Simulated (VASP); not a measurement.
Here is a VASP 6.6.1 calculation.

Contents of INCAR:

```
  PREC = Accurate
  ENCUT = 520
  EDIFF = 1E-7
  ISMEAR = 0
  SIGMA = 0.05
  LREAL = F
  LASPH = T
  NELM = 60
  ALGO = Normal
  ISIF = 2
  LWAVE = F
  LCHARG = F
  NBANDS = 16
```

File KPOINTS:

```
Automatic mesh
0
Gamma
  12 12 4
```

File POSCAR:

```
BN
1.0
    2.4288582118      0.0000000000      0.0000000000
   -1.2144291059      2.1034529136      0.0000000000
    0.0000000000      0.0000000000      6.6533712996
B N
2 2
Direct
    0.3333333333      0.6666666667      0.2500000000
    0.6666666667      0.3333333333      0.7500000000
    0.3333333333      0.6666666667      0.7500000000
    0.6666666667      0.3333333333      0.2500000000
```

Potentials or basis: VASP PAW LDA potentials, release 64 (B, N).

Command:

```console
$ cat potpaw_LDA.64/B/POTCAR potpaw_LDA.64/N/POTCAR > POTCAR
$ mpirun -np 1 vasp_std > vasp.out
```

(1) Estimate the pressure.

(2) Estimate the band gap on the k mesh.

## Answers

(1) 20.4 GPa.

(2) 4.21 eV, indirect (least direct gap 4.72 eV).
